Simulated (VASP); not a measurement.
# Mg in VASP: single point with PBEsol

Aim: the single point of Mg with PBEsol.

Program: VASP 6.6.1. These are calculated values, not measurements. Logs are shortened: lines on timing, memory, paths and dates and some standing lists are left out, and cuts for length are marked.

## (1) The cell of the first run

The typed cell holds 3 atoms: a = 5.009 Å, b = 5.009 Å, c = 3.100 Å, α = 90.00°, β = 90.00°, γ = 120.00°.

## (2) Single point, PBEsol

INCAR reads:

```
SYSTEM = Mg
  PREC = Accurate
  ENCUT = 520
  EDIFF = 1E-6
  ISMEAR = 0
  SIGMA = 0.1
  LREAL = .FALSE.
  LASPH = .TRUE.
  NELM = 100
  ALGO = Normal
  ISIF = 2
  LWAVE = .FALSE.
  LCHARG = .TRUE.
  GGA = PS
  LELF = .TRUE.
  LVHAR = .TRUE.
  NBANDS = 10
```

KPOINTS reads:

```
Automatic mesh
0
G
  6 6 4
  0 0 0
```

POSCAR reads:

```
Mg
1.0
    5.0089794696      0.0000000000      0.0000000000
   -2.5044897348      4.3379034677      0.0000000000
    0.0000000000      0.0000000000      3.1003646844
Mg
3
Direct
    0.3333834195      0.0000000000      0.3333333333
    0.0000000000      0.3333834195      0.6666666667
    0.6666165805      0.6666165805      0.0000000000
```

Potentials or basis: VASP PAW PBE potentials, release 64 (Mg).

On the command line:

```
cat potpaw_PBE.64/Mg/POTCAR > POTCAR
mpirun -np 1 vasp_std > vasp.out
```

OUTCAR:

```text
SYSTEM = Mg
   PREC = Accurate
   ENCUT = 520
   EDIFF = 1E-6
   ISMEAR = 0
   LREAL = .FALSE.
   LASPH = .TRUE.
   NELM = 100
   ISIF = 2
   GGA = PS

 ion  position               nearest neighbor table
   1  0.333  0.000  0.333-   3 3.07   3 3.07   2 3.07   2 3.07   3 3.07   2 3.07   2 3.55   2 3.55
                             3 3.55   3 3.55   2 3.55   3 3.55
   2  0.000  0.333  0.667-   3 3.07   3 3.07   1 3.07   1 3.07   3 3.07   1 3.07   1 3.55   1 3.55
                             3 3.55   3 3.55   1 3.55   3 3.55
   3  0.667  0.667  0.000-   1 3.07   1 3.07   2 3.07   2 3.07   2 3.07   1 3.07   1 3.55   1 3.55
                             2 3.55   2 3.55   2 3.55   1 3.55

  LATTYP: Found a hexagonal cell.
 ALAT       =     5.0089794696
 C/A-ratio  =     0.6189613480

  Lattice vectors:

 A1 = (   5.0089794696,   0.0000000000,   0.0000000000)
 A2 = (  -2.5044897348,   4.3379034677,   0.0000000000)
 A3 = (   0.0000000000,   0.0000000000,   3.1003646844)

Analysis of symmetry for initial positions (statically):
=====================================================================
 Subroutine PRICEL returns:
 Original cell was already a primitive cell.

 Routine SETGRP: Setting up the symmetry group for a
 hexagonal supercell.

 Subroutine GETGRP returns: Found  6 space group operations
 (whereof  2 operations were pure point group operations)
 out of a pool of 24 trial point group operations.

The static configuration has the point symmetry C_2 .
 The point group associated with its full space group is D_3 .

Analysis of symmetry for dynamics (positions and initial velocities):
=====================================================================
 Subroutine PRICEL returns:
 Original cell was already a primitive cell.

 Routine SETGRP: Setting up the symmetry group for a
 hexagonal supercell.

 Subroutine GETGRP returns: Found  6 space group operations
 (whereof  2 operations were pure point group operations)
 out of a pool of 24 trial point group operations.

The dynamic configuration has the point symmetry C_2 .
 The point group associated with its full space group is D_3 .

 Subroutine INISYM returns: Found  6 space group operations
 (whereof  2 operations are pure point group operations),
 and found     1 'primitive' translations

----------------------------------------------------------------------------------------

                                     Primitive cell

  volume of cell :      67.3662

  direct lattice vectors                    reciprocal lattice vectors
     5.008979470  0.000000000  0.000000000     0.199641465  0.115263054  0.000000000
[... 97 lines left out ...]
   PSTRESS=    0.0 pullay stress
   NELECT =       6.0000    total number of electrons
   NUPDOWN=      -1.0000    fix difference up-down
   EMIN   =  10.00;   EMAX   =-10.00  energy-range for DOS
   EFERMI =   0.00;   METHOD = LEGACY
   ISMEAR =     0;   SIGMA  =   0.10  broadening in eV -4-tet -1-fermi 0-gaus
   EFERMI_NEDOS =   21; number of points for ismear=-14 and -15
   IALGO  =     38    algorithm
   IMIX   =      4    mixing-type and parameters
     AMIX     =   0.40;   BMIX     =  1.00
     AMIX_MAG =   1.60;   BMIX_MAG =  1.00
  volume/ion in A,a.u.               =      22.46       151.54
  Fermi-wavevector in a.u.,A,eV,Ry     =   0.731102  1.381582  7.272451  0.534510
  Thomas-Fermi vector in A             =   1.823236
   LORBIT       =      0    0 simple, 1 ext, 2 COOP (PROOUT), +10 PAW based schemes
   GGA     = PS    functional components
   LHFCALC =     F    Hartree Fock is set to
   AEXX    =    0.0000 exact exchange contribution
   IVDW    =     0    specifies the selected vdW correction
   LEPSILON=     F    determine dielectric tensor
   LRPA    =     F    only Hartree local field effects (RPA)
 non-spin polarized calculation
 Gauss-broadening in eV      SIGMA  =   0.10
  energy-cutoff  :      520.00
  volume of cell :       67.37
 maximum number of plane-waves:      1834
 NGX is ok and might be reduce to    40
   NGX = 19   NGY = 19   NGZ = 11

 number of electron       6.0000000 magnetization

 Free energy of the ion-electron system (eV)
  ---------------------------------------------------
  ext. energy  EPLUGINS =         0.00000000
  ---------------------------------------------------
  free energy    TOTEN  =        -5.17864525 eV

  energy without entropy =       -5.17392176  energy(sigma->0) =       -5.17628350

 E-fermi :   2.7510     XC(G=0):  -8.6057

 val. band max:        2.6956588777   @ k =   0.1667   0.0000   0.0000
 cond. band min:       2.7859925687   @ k =   0.5000   0.0000   0.2500
 fundamental gap:      0.0903336910
 Fermi energy:         2.7510225416

 k-point     1 :       0.0000    0.0000    0.0000
  band No.  band energies     occupation
      1      -4.3134      2.00000
      2       3.0611      0.00001
      3       3.0619      0.00001
      4       3.0619      0.00001
      5       3.0627      0.00001
      6       4.2989      0.00000
      7       4.2989      0.00000
      8      10.7460      0.00000
      9      10.7460      0.00000
     10      15.8306      0.00000
[... 287 lines left out ...]
 k-point    24 :       0.3333    0.3333    0.5000
  band No.  band energies     occupation
      1       1.7827      2.00000
      2       1.7832      2.00000
      3       1.7832      2.00000
      4       2.4143      2.00000
      5       2.4148      2.00000
      6       2.4148      2.00000
      7       8.9244      0.00000
      8       8.9244      0.00000
      9       8.9244      0.00000
     10      10.5057      0.00000

------------------------ aborting loop because EDIFF is reached ----------------------------------------

  FORCE on cell =-STRESS in cart. coord.  units (eV):
  Direction    XX          YY          ZZ          XY          YZ          ZX
  --------------------------------------------------------------------------------------
  -------------------------------------------------------------------------------------
  Total       -0.0129706     -0.0129706      0.0499028      0.0000000     -0.0000000      0.0000000
  in kB       -0.3084810     -0.3084810      1.1868447      0.0000000     -0.0000000      0.0000000
  external PRESSURE =       0.1899609 kB  Pullay stress =       0.0000000 kB

 VOLUME and BASIS-vectors are now :
 -----------------------------------------------------------------------------
  energy-cutoff  :      520.00
  volume of cell :       67.37
      direct lattice vectors                 reciprocal lattice vectors
     5.008979470  0.000000000  0.000000000     0.199641465  0.115263054  0.000000000
    -2.504489735  4.337903468  0.000000000     0.000000000  0.230526107  0.000000000
     0.000000000  0.000000000  3.100364684     0.000000000  0.000000000  0.322542701

 POSITION                                       TOTAL-FORCE (eV/Angst)
 -----------------------------------------------------------------------------------
      1.66991      0.00000      1.03345        -0.001096     -0.000000      0.000000
     -0.83496      1.44619      2.06691         0.000548     -0.000949     -0.000000
      1.66953      2.89172      0.00000         0.000548      0.000949     -0.000000
 -----------------------------------------------------------------------------------
    total drift:                               -0.000000      0.000000     -0.000000

  FREE ENERGIE OF THE ION-ELECTRON SYSTEM (eV)
  ---------------------------------------------------
  free  energy   TOTEN  =        -5.1786452467 eV

  energy  without entropy=       -5.1739217593  energy(sigma->0) =       -5.17628350
```

It took 20 s on 1 thread of AMD EPYC 7R43 (Zen 3), shared host; peak memory 0.14 GiB.

What came out:

```yaml
Free_energy: -5.1786 eV
Pressure: 0.0 GPa
Band_gap_on_the_k_mesh: zero (band 3 reaches 6.62 eV, above the bottom of band 4 at 1.77 eV)
```

Stress tensor (GPa, compression positive):
```
-0.03  0.00  0.00
 0.00 -0.03  0.00
 0.00  0.00  0.12
```

Levels at points of the mesh, in eV from the Fermi level:
| k point | band 1 | band 2 | band 3 | band 4 | band 5 | band 6 |
| --- | --- | --- | --- | --- | --- | --- |
| (0.00, 0.00, 0.00) | -7.06 | 0.31 | 0.31 | 0.31 | 0.31 | 1.55 |
| (0.50, 0.00, 0.00) | -5.08 | -5.08 | -1.51 | -0.88 | 5.82 | 5.82 |
| (0.00, 0.00, 0.50) | -3.22 | -3.22 | 3.87 | 3.87 | 3.90 | 3.90 |
| (0.50, 0.00, 0.50) | -1.58 | -1.33 | -1.33 | -0.98 | 2.07 | 2.07 |

Caveat: the k points lie up to 0.51 Å⁻¹ apart; the PAW data sets were made with another functional, which shifts forces and pressure a little.
